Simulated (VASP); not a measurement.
Wanted: the native input for a VASP 6.6.1 run.

- Task: single point
- Functional: PBE
- Potentials or basis: VASP PAW PBE potentials, release 64 (La, Lu, O)
- Cutoff: 520 eV
- k mesh: 4 × 4 × 4
- Occupations: gaussian, width 0.1 eV
- Spin: no spin polarisation
- Dipole correction: no
- Further INCAR settings: ALGO = Normal; EDIFF = 1e-06; NBANDS = 44

The structure of La3LuO2 lies in POSCAR:

```
La3LuO2
1.0
   -3.6429190824      3.6429190824      4.3396446859
    3.6429190824     -3.6429190824      4.3396446859
    3.6429190824      3.6429190824     -4.3396446859
La Lu O
3 1 2
Direct
    0.5000000000      0.0000000000      0.5000000000
    0.0000000000      0.5000000000      0.5000000000
    0.0000000000      0.0000000000      0.0000000000
    0.5000000000      0.5000000000      0.0000000000
    0.7500000000      0.2500000000      0.5000000000
    0.2500000000      0.7500000000      0.5000000000
```

These files were run (other wordings do the same):

INCAR

```
SYSTEM = La3LuO2
ALGO     = Normal         ! electronic algorithm
EDIFF    = 1E-6           ! SCF threshold, eV
ENCUT    = 520            ! plane-wave cutoff, eV
GGA      = PE             ! functional
ISIF     = 2              ! what is computed and relaxed
ISMEAR   = 0              ! smearing method
LASPH    = .True.         ! aspherical terms in the spheres
LCHARG   = .True.         ! write CHGCAR
LELF     = .True.         ! ELF
LREAL    = .False.        ! projectors in reciprocal space
LVHAR    = .True.       
LWAVE    = .False.        ! write WAVECAR
NBANDS   = 44             ! bands
NELM     = 100            ! most SCF steps
PREC     = Accurate       ! precision mode
SIGMA    = 0.1            ! smearing width, eV
```

KPOINTS

```
k-points
0
Gamma
  4 4 4
  0 0 0
```

Potentials or basis: VASP PAW PBE potentials, release 64 (La, Lu, O).

Command:

```console
$ cat potpaw_PBE.64/La/POTCAR potpaw_PBE.64/Lu/POTCAR potpaw_PBE.64/O/POTCAR > POTCAR
$ mpirun -np 1 vasp_std > vasp.out
```

It gave:

```yaml
Pressure: -0.1 GPa
Band_gap_on_the_k_mesh: zero (band 35 reaches 3.53 eV, above the bottom of band 36 at 3.34 eV)
```

Caveat: spin-orbit coupling is left out, which moves the levels of the heavy elements.

It took 8.4 min on 1 thread of Intel(R) Xeon(R) Platinum 8488C (Sapphire Rapids), on a shared host, peak memory 0.43 GiB.
